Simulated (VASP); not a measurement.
## AgC2: single point with PBE

Crystal: AgC2.

```
CELL_PARAMETERS angstrom
0.00000 3.20561 3.20561
3.20561 0.00000 3.20561
3.20561 3.20561 0.00000
ATOMIC_POSITIONS crystal
Ag 0.00000 0.00000 0.00000
Ag 0.25000 0.25000 0.25000
C 0.12500 0.62500 0.62500
C 0.62500 0.62500 0.62500
C 0.62500 0.62500 0.12500
C 0.62500 0.12500 0.62500
```

The cell was built from a structure type or drawn by symmetry, and may not be a known phase.

* Program: VASP 6.6.1
* Task: single point
* Functional: PBE
* Potentials or basis: VASP PAW PBE potentials, release 64 (Ag, C)
* Cutoff: 600 eV
* k mesh: 4 × 4 × 4
* Occupations: gaussian, width 0.2 eV
* Spin: no spin polarisation

```
Pressure               : -0.5 GPa
Band gap on the k mesh : zero (bands 19 and 20 overlap by 0.99 eV)
```

Levels at points of the mesh, in eV from the Fermi level:
```tsv
k point	band 17	band 18	band 19	band 20	band 21	band 22
(0.00, 0.00, 0.00)	-1.96	-1.96	-0.38	-0.13	-0.13	3.53
(0.50, 0.00, 0.00)	-2.90	-0.59	0.26	0.26	0.44	0.48
(0.50, 0.50, 0.00)	-0.54	-0.54	0.31	0.31	0.41	0.41
```

It took 13 s on 1 thread of Intel(R) Xeon(R) Platinum 8559C (Emerald Rapids), with other jobs on the host, peak memory 0.21 GiB.

Caveat: the k points lie up to 0.42 Å⁻¹ apart, too coarse for converged energies and pressures of a metal.
